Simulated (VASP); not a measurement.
Input of a VASP 6.6.1 run:

Contents of INCAR:

```
SYSTEM = BaTiO3
PREC = Accurate
ENCUT = 520
EDIFF = 1E-6
ISMEAR = -1
SIGMA = 0.05
LREAL = .FALSE.
LASPH = .TRUE.
NELM = 60
ALGO = Normal
ISIF = 2
LWAVE = .FALSE.
LCHARG = .FALSE.
GGA = PS
NBANDS = 51
```

File KPOINTS:

```
Automatic mesh
0
G
  6 6 6
  0 0 0
```

POSCAR

```
BaTiO3
1.0
    2.8276681600     -4.8976649200      0.0000000000
    5.6553363200      0.0000000000      0.0000000000
    2.8276681600     -1.6325549700      4.6354632200
Ba Ti O
2 2 6
Direct
    0.9177924700      0.9677509100      0.9738373600
    0.5774295100      0.6545572300      0.3489314600
    0.8554444300      0.7046525900      0.7824091600
    0.2254501000      0.1942032400      0.3459340700
    0.1078378300      0.4659246800      0.9425172400
    0.5268240400      0.0623520400      0.3607577300
    0.6266454800      0.3989537400      0.0195656800
    0.8613690900      0.0487807000      0.5609802200
    0.5045799500      0.9888950700      0.0529161400
    0.8179271000      0.5352298000      0.5482509300
```

Potentials or basis: VASP PAW PBE potentials, release 64 (Ba_sv, Ti_sv, O).

Launch:

```sh
$ cat potpaw_PBE.64/Ba_sv/POTCAR potpaw_PBE.64/Ti_sv/POTCAR potpaw_PBE.64/O/POTCAR > POTCAR
$ mpirun -np 1 vasp_std > vasp.out
```

Task: Estimate the pressure.

Result: 71.1 GPa.

Task: Estimate the largest force.

Result: 25.498 eV/Å.

Task: Predict the band gap on the k mesh.

Result: 0.37 eV (least direct gap 0.46 eV).

Stress tensor (GPa, compression positive):
```
 66.04  -3.43 -10.09
 -3.43  76.78 -26.49
-10.09 -26.49  70.52
```

Caveat: atoms lie so close that the PAW spheres overlap strongly, which falsifies energies and pressures; the cell stands under pressure; the PAW data sets were made with another functional, which shifts forces and pressure a little; spin-orbit coupling is left out, which moves the levels of the heavy elements. A k mesh can miss the band edges.
